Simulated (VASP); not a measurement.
# Bi (Fm-3m) in VASP: a series of runs

The runs below take Bi through single point, with PBE.

Everything below comes from runs of VASP 6.6.1. Logs are shortened: lines on timing, memory, paths and dates and some standing lists are left out, and cuts for length are marked.

**1. The cell of the first run**

It takes space group Fm-3m (No. 225, cubic). Conventional cell: a = 4.672 Å, b = 4.672 Å, c = 4.672 Å, α = 90.00°, β = 90.00°, γ = 90.00°. Bi (site symmetry m-3m) has 12 Bi at 3.30 Å within 4.3 Å.

**2. Single point, PBE (volume scaled by 0.8)**

The input, INCAR:

```
SYSTEM = Bi
PREC     = Accurate       ! precision mode
ENCUT    = 520            ! plane-wave cutoff, eV
EDIFF    = 1E-6           ! SCF threshold, eV
ISMEAR   = -1             ! smearing method
SIGMA    = 0.05           ! smearing width, eV
LREAL    = .FALSE.        ! projectors in reciprocal space
LASPH    = .TRUE.         ! aspherical terms in the spheres
NELM     = 100            ! most SCF steps
ALGO     = Normal         ! electronic algorithm
ISIF     = 2              ! what is computed and relaxed
LWAVE    = .FALSE.        ! write WAVECAR
LCHARG   = .FALSE.        ! write CHGCAR
GGA      = PE             ! functional
NBANDS   = 14             ! bands
```

The input, KPOINTS:

```
regular mesh
0
G
  14 14 14
  0 0 0
```

The input, POSCAR:

```
Bi
1.0
    0.0000000000      2.3358097402      2.3358097402
    2.3358097402      0.0000000000      2.3358097402
    2.3358097402      2.3358097402      0.0000000000
Bi
1
Direct
    0.0000000000      0.0000000000      0.0000000000
```

Potentials or basis: VASP PAW PBE potentials, release 64 (Bi_d).

Command:

```sh
> cat potpaw_PBE.64/Bi_d/POTCAR > POTCAR
> mpirun -np 1 vasp_std > vasp.out
```

OUTCAR:

```text
SYSTEM = Bi
   PREC = Accurate
   ENCUT = 520
   EDIFF = 1E-6
   ISMEAR = -1
   LREAL = .FALSE.
   LASPH = .TRUE.
   NELM = 100
   ISIF = 2
   GGA = PE

 ion  position               nearest neighbor table
   1  0.000  0.000  0.000-

  LATTYP: Found a face centered cubic cell.
 ALAT       =     4.6716194804

  Lattice vectors:

 A1 = (   0.0000000000,   2.3358097402,   2.3358097402)
 A2 = (   2.3358097402,   0.0000000000,   2.3358097402)
 A3 = (   2.3358097402,   2.3358097402,   0.0000000000)

Analysis of symmetry for initial positions (statically):
=====================================================================
 Subroutine PRICEL returns:
 Original cell was already a primitive cell.

 Routine SETGRP: Setting up the symmetry group for a
 face centered cubic supercell.

 Subroutine GETGRP returns: Found 48 space group operations
 (whereof 48 operations were pure point group operations)
 out of a pool of 48 trial point group operations.

The static configuration has the point symmetry O_h .

Analysis of symmetry for dynamics (positions and initial velocities):
=====================================================================
 Subroutine PRICEL returns:
 Original cell was already a primitive cell.

 Routine SETGRP: Setting up the symmetry group for a
 face centered cubic supercell.

 Subroutine GETGRP returns: Found 48 space group operations
 (whereof 48 operations were pure point group operations)
 out of a pool of 48 trial point group operations.

The dynamic configuration has the point symmetry O_h .

 Subroutine INISYM returns: Found 48 space group operations
 (whereof 48 operations are pure point group operations),
 and found     1 'primitive' translations

----------------------------------------------------------------------------------------

                                     Primitive cell

  volume of cell :      25.4884

  direct lattice vectors                    reciprocal lattice vectors
     0.000000000  2.335809740  2.335809740    -0.214058530  0.214058530  0.214058530
     2.335809740  0.000000000  2.335809740     0.214058530 -0.214058530  0.214058530
     2.335809740  2.335809740  0.000000000     0.214058530  0.214058530 -0.214058530

  length of vectors
     3.303333814  3.303333814  3.303333814     0.370760250  0.370760250  0.370760250

  position of ions in fractional coordinates (direct lattice)
     0.000000000  0.000000000  0.000000000

  ion indices of the primitive-cell ions
   primitive index   ion index
                 1           1

----------------------------------------------------------------------------------------

 KPOINTS: regular mesh

Automatic generation of k-mesh.
 Grid dimensions read from file:
 generate k-points for:   14   14   14

 Generating k-lattice:

  Cartesian coordinates                     Fractional coordinates (reciprocal lattice)
    -0.015289895  0.015289895  0.015289895     0.071428571  0.000000000  0.000000000
     0.015289895 -0.015289895  0.015289895     0.000000000  0.071428571  0.000000000
     0.015289895  0.015289895 -0.015289895     0.000000000  0.000000000  0.071428571

  Length of vectors
     0.026482875  0.026482875  0.026482875

  Shift w.r.t. Gamma in fractional coordinates (k-lattice)
     0.000000000  0.000000000  0.000000000

 Subroutine IBZKPT returns following result:
 ===========================================

 Found    104 irreducible k-points:

 Following reciprocal coordinates:
            Coordinates               Weight
  0.000000  0.000000  0.000000      1.000000
  0.071429  0.000000  0.000000      8.000000
  0.142857  0.000000  0.000000      8.000000
  0.214286  0.000000  0.000000      8.000000
  0.285714  0.000000  0.000000      8.000000
  0.357143  0.000000  0.000000      8.000000
[... 16 lines left out ...]
  0.214286  0.142857  0.000000     24.000000
  0.285714  0.142857  0.000000     24.000000
 [... further k-points ...]
   k-points           NKPTS =    104   k-points in BZ     NKDIM =    104   number of bands    NBANDS=     14
   number of dos      NEDOS =    301   number of ions     NIONS =      1
   total plane-waves  NPLWV =  21952
   dimension x,y,z NGX =    28 NGY =   28 NGZ =   28
   dimension x,y,z NGXF=    56 NGYF=   56 NGZF=   56
   ions per type =               1
   NGX,Y,Z   is equivalent  to a cutoff of  14.09, 14.09, 14.09 a.u.
   NGXF,Y,Z  is equivalent  to a cutoff of  28.18, 28.18, 28.18 a.u.
 SYSTEM =  Bi
   PREC   = accura    normal or accurate (medium, high low for compatibility)
   ISTART =      0    job   : 0-new  1-cont  2-samecut
   ICHARG =      2    charge: 1-file 2-atom 10-const
   ISPIN  =      1    spin polarized calculation?
   LNONCOLLINEAR =      F non collinear calculations
   LSORBIT =      F    spin-orbit coupling
   LASPH  =      T    aspherical Exc in radial PAW
   ENCUT  =  520.0 eV  38.22 Ry    6.18 a.u.   6.14  6.14  6.14*2*pi/ulx,y,z
   NELM   =    100;   NELMIN=  2; NELMDL= -5     # of ELM steps
   EDIFF  = 0.1E-05   stopping-criterion for ELM
   LREAL  =      F    real-space projection
   EDIFFG = 0.1E-04   stopping-criterion for IOM
   NSW    =      0    number of steps for IOM
   IBRION =     -1    ionic relax: 0-MD 1-quasi-New 2-CG
   NFREE  =      0    steps in history (QN), initial steepest desc. (CG)
   ISIF   =      2    stress and relaxation
   ISYM   =      2    0-nonsym 1-usesym 2-fastsym
   POTIM  = 0.5000    time-step for ionic-motion
   TEBEG  =    0.0;   TEEND  =   0.0 temperature during run
   PSTRESS=    0.0 pullay stress
   NELECT =      15.0000    total number of electrons
   NUPDOWN=      -1.0000    fix difference up-down
   EMIN   =  10.00;   EMAX   =-10.00  energy-range for DOS
   EFERMI =   0.00;   METHOD = LEGACY
   ISMEAR =    -1;   SIGMA  =   0.05  broadening in eV -4-tet -1-fermi 0-gaus
   EFERMI_NEDOS =   21; number of points for ismear=-14 and -15
   IALGO  =     38    algorithm
   IMIX   =      4    mixing-type and parameters
     AMIX     =   0.40;   BMIX     =  1.00
     AMIX_MAG =   1.60;   BMIX_MAG =  1.00
  volume/ion in A,a.u.               =      25.49       172.00
  Fermi-wavevector in a.u.,A,eV,Ry     =   1.371906  2.592527 25.607891  1.882127
  Thomas-Fermi vector in A             =   2.497561
   LORBIT       =      0    0 simple, 1 ext, 2 COOP (PROOUT), +10 PAW based schemes
   GGA     = PE    functional components
   LHFCALC =     F    Hartree Fock is set to
   AEXX    =    0.0000 exact exchange contribution
   IVDW    =     0    specifies the selected vdW correction
   LEPSILON=     F    determine dielectric tensor
   LRPA    =     F    only Hartree local field effects (RPA)
 non-spin polarized calculation
  energy-cutoff  :      520.00
  volume of cell :       25.49
 maximum number of plane-waves:       701
 NGX is ok and might be reduce to    28
   NGX = 13   NGY = 13   NGZ = 13

 number of electron      15.0000000 magnetization

 Free energy of the ion-electron system (eV)
  ---------------------------------------------------
  ext. energy  EPLUGINS =         0.00000000
  ---------------------------------------------------
  free energy    TOTEN  =        -3.39435727 eV

  energy without entropy =       -3.38585409  energy(sigma->0) =       -3.39010568

 E-fermi :  10.8189     XC(G=0): -11.2863

 val. band max:       10.8167957664   @ k =  -0.3571   0.2143   0.0714
 cond. band min:      10.8500820113   @ k =   0.2857   0.2143   0.0000
 fundamental gap:      0.0332862449
 Fermi energy:        10.8189116509

 k-point     1 :       0.0000    0.0000    0.0000
  band No.  band energies     occupation
      1     -12.5712      2.00000
      2     -12.5712      2.00000
      3     -12.5712      2.00000
      4     -12.4301      2.00000
      5     -12.4301      2.00000
      6      -4.4547      2.00000
      7      17.1361      0.00000
      8      17.1361      0.00000
      9      17.1361      0.00000
     10      19.5828      0.00000
     11      22.0871      0.00000
     12      22.7017      0.00000
     13      22.7017      0.00000
     14      22.7017      0.00000

 k-point     2 :       0.0714    0.0000    0.0000
  band No.  band energies     occupation
      1     -12.5707      2.00000
      2     -12.5636      2.00000
      3     -12.5636      2.00000
      4     -12.4304      2.00000
      5     -12.4304      2.00000
      6      -4.3437      2.00000
      7      15.8267      0.00000
      8      16.9944      0.00000
      9      16.9944      0.00000
     10      19.3593      0.00000
     11      22.5354      0.00000
     12      22.9451      0.00000
     13      22.9451      0.00000
     14      24.1228      0.00000

 k-point     3 :       0.1429    0.0000    0.0000
  band No.  band energies     occupation
      1     -12.5700      2.00000
      2     -12.5464      2.00000
      3     -12.5464      2.00000
      4     -12.4272      2.00000
      5     -12.4272      2.00000
      6      -4.0109      2.00000
      7      13.3995      0.00000
      8      16.6340      0.00000
      9      16.6340      0.00000
     10      19.1156      0.00000
     11      23.1394      0.00000
     12      23.5237      0.00000
     13      23.5237      0.00000
     14      23.5944      0.00000
[... 324 lines left out ...]
 k-point    23 :       0.2143    0.1429    0.0000
  band No.  band energies     occupation
      1     -12.6091      2.00000
      2     -12.4979      2.00000
      3     -12.4912      2.00000
      4     -12.4657      2.00000
      5     -12.3902      2.00000
      6      -3.4582      2.00000
      7      12.5490      0.00000
      8      14.5592      0.00000
      9      14.9460      0.00000
     10      18.3872      0.00000
     11      19.6142      0.00000
     12      24.6571      0.00000
     13      25.5066      0.00000
     14      25.5885      0.00000

 k-point    24 :       0.2857    0.1429    0.0000
  band No.  band energies     occupation
      1     -12.6077      2.00000
      2     -12.5092      2.00000
      3     -12.4831      2.00000
      4     -12.4382      2.00000
      5     -12.3592      2.00000
      6      -2.8409      2.00000
      7      10.2475      1.99998
      8      14.0871      0.00000
      9      14.3987      0.00000
     10      18.2490      0.00000
     11      20.0272      0.00000
     12      24.2241      0.00000
     13      24.7840      0.00000
     14      24.9002      0.00000

 [... further k-points ...]

------------------------ aborting loop because EDIFF is reached ----------------------------------------

  FORCE on cell =-STRESS in cart. coord.  units (eV):
  Direction    XX          YY          ZZ          XY          YZ          ZX
  --------------------------------------------------------------------------------------
  -------------------------------------------------------------------------------------
  Total        2.9689349      2.9689349      2.9689349      0.0000000      0.0000000      0.0000000
  in kB      186.6245879    186.6245879    186.6245879      0.0000000      0.0000000      0.0000000
  external PRESSURE =     186.6245879 kB  Pullay stress =       0.0000000 kB

 VOLUME and BASIS-vectors are now :
 -----------------------------------------------------------------------------
  energy-cutoff  :      520.00
  volume of cell :       25.49
      direct lattice vectors                 reciprocal lattice vectors
     0.000000000  2.335809740  2.335809740    -0.214058530  0.214058530  0.214058530
     2.335809740  0.000000000  2.335809740     0.214058530 -0.214058530  0.214058530
     2.335809740  2.335809740  0.000000000     0.214058530  0.214058530 -0.214058530

 POSITION                                       TOTAL-FORCE (eV/Angst)
 -----------------------------------------------------------------------------------
      0.00000      0.00000      0.00000         0.000000      0.000000      0.000000
 -----------------------------------------------------------------------------------
    total drift:                               -0.000000     -0.000000     -0.000000

  FREE ENERGIE OF THE ION-ELECTRON SYSTEM (eV)
  ---------------------------------------------------
  free  energy   TOTEN  =        -3.3943572708 eV

  energy  without entropy=       -3.3858540891  energy(sigma->0) =       -3.39010568
```

It took 64 s on 1 thread of Intel Xeon Platinum 8375C at 2.90GHz (Ice Lake), shared host; peak memory 0.18 GiB.

What came out:

| Item | Value |
| --- | --- |
| Free energy | -3.3944 eV |
| Pressure | 18.7 GPa |

Caveat: spin-orbit coupling is left out, which moves the levels of the heavy elements.

**3. Single point, PBE (volume scaled by 0.8)**

The input, INCAR:

```
  PREC = Accurate
  ENCUT = 520
  EDIFF = 1E-7
  ISMEAR = -1
  SIGMA = 0.05
  LREAL = F
  LASPH = T
  NELM = 100
  ALGO = Normal
  ISIF = 2
  LWAVE = F
  LCHARG = F
  GGA = PE
  NBANDS = 14
```

The input, KPOINTS:

```
regular mesh
0
Gamma
  14 14 14
```

POSCAR is that of step 2.

Potentials or basis: VASP PAW PBE potentials, release 64 (Bi_d).

Command:

```sh
> cat potpaw_PBE.64/Bi_d/POTCAR > POTCAR
> mpirun -np 1 vasp_std > vasp.out
```

Wall time 69 s (1 thread of Intel Xeon Platinum 8375C at 2.90GHz (Ice Lake), shared host); peak memory 0.17 GiB.

Results (log left out):

| Quantity | Value |
| --- | --- |
| Free energy | -3.3944 eV |
| Pressure | 18.7 GPa |

Levels at points of the mesh, in eV from the Fermi level:
```csv
k point,band 3,band 4,band 5,band 6,band 7,band 8,band 9,band 10,band 11,band 12
"(0.00, 0.00, 0.00)",-23.39,-23.25,-23.25,-15.27,6.32,6.32,6.32,8.76,11.27,11.88
"(0.50, 0.00, 0.00)",-23.38,-23.11,-23.11,-11.23,-6.69,4.21,4.21,8.32,8.76,10.52
"(0.50, 0.50, 0.00)",-23.12,-23.08,-23.08,-9.61,-5.68,0.26,0.26,4.20,5.40,17.68
```

Caveat: spin-orbit coupling is left out, which moves the levels of the heavy elements.

**4. Single point, PBE (volume scaled by 0.9)**

The input, INCAR:

```
SYSTEM = Bi
  PREC = Accurate
  ENCUT = 520
  EDIFF = 1E-7
  ISMEAR = -1
  SIGMA = 0.05
  LREAL = .False.
  LASPH = .True.
  NELM = 60
  ALGO = Normal
  ISIF = 2
  LWAVE = .False.
  LCHARG = .True.
  GGA = PE
  LELF = .True.
  LVHAR = .True.
  NBANDS = 14
```

The input, KPOINTS:

```
Automatic mesh
0
Gamma
  14 14 14
  0 0 0
```

The input, POSCAR:

```
Bi
1.0
    0.0000000000      2.4293400272      2.4293400272
    2.4293400272      0.0000000000      2.4293400272
    2.4293400272      2.4293400272      0.0000000000
Bi
1
Direct
    0.0000000000      0.0000000000      0.0000000000
```

Command:

```sh
> cat potpaw_PBE.64/Bi_d/POTCAR > POTCAR
> mpirun -np 1 vasp_std > vasp.out
```

It took 69 s on 1 thread of Intel Xeon Platinum 8375C at 2.90GHz (Ice Lake), shared host; peak memory 0.18 GiB.

Results (log left out):

| Quantity | Value |
| --- | --- |
| Free energy | -3.6388 eV |
| Pressure | 6.8 GPa |

Levels at points of the mesh, in eV from the Fermi level:
| k point | band 5 | band 6 | band 7 | band 8 | band 9 | band 10 |
| --- | --- | --- | --- | --- | --- | --- |
| (0.00, 0.00, 0.00) | -23.13 | -14.26 | 5.46 | 5.46 | 5.46 | 8.94 |
| (0.50, 0.00, 0.00) | -23.03 | -10.95 | -5.86 | 3.67 | 3.67 | 7.86 |
| (0.50, 0.50, 0.00) | -23.01 | -9.65 | -4.97 | 0.30 | 0.30 | 4.06 |

Caveat: spin-orbit coupling is left out, which moves the levels of the heavy elements.
